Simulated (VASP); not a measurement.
A run of VASP 6.6.1 is set up as follows.

INCAR

```
SYSTEM = GaN
PREC = Accurate ; ENCUT = 520
EDIFF = 1E-7 ; ISMEAR = 0
SIGMA = 0.01 ; LREAL = .False.
LASPH = .True. ; NELM = 60
ALGO = Normal ; ISIF = 2
LWAVE = .False. ; LCHARG = .False.
GGA = PE ; IBRION = 2
NSW = 100 ; EDIFFG = -0.03
ISYM = 0
```

KPOINTS

```
Automatic mesh
0
Gamma
  3 3 2
  0.25 0.25 0.25
```

The input POSCAR:

```
GaN
1.0
    3.2186213467      0.0000000000      0.0000000000
   -1.6093106733      2.7874078500      0.0000000000
    0.0000000000      0.0000000000      5.2435339950
Ga N
2 2
Direct
    0.6666666700      0.3333333300      0.4991368700
    0.3333333300      0.6666666700      0.9991368700
    0.6666666700      0.3333333300      0.8758631300
    0.3333333300      0.6666666700      0.3758631300
```

Potentials or basis: VASP PAW PBE potentials, release 64 (Ga_d, N).

The run is started by

```sh
$ cat potpaw_PBE.64/Ga_d/POTCAR potpaw_PBE.64/N/POTCAR > POTCAR
$ mpirun -np 1 vasp_std > vasp.out
```

(1) Estimate the band gap on the k mesh.

Answers

(1) 3.50 eV, direct.

Caveat: the k points lie up to 0.75 Å⁻¹ apart; the relaxation stopped at its first step, so nothing moved.
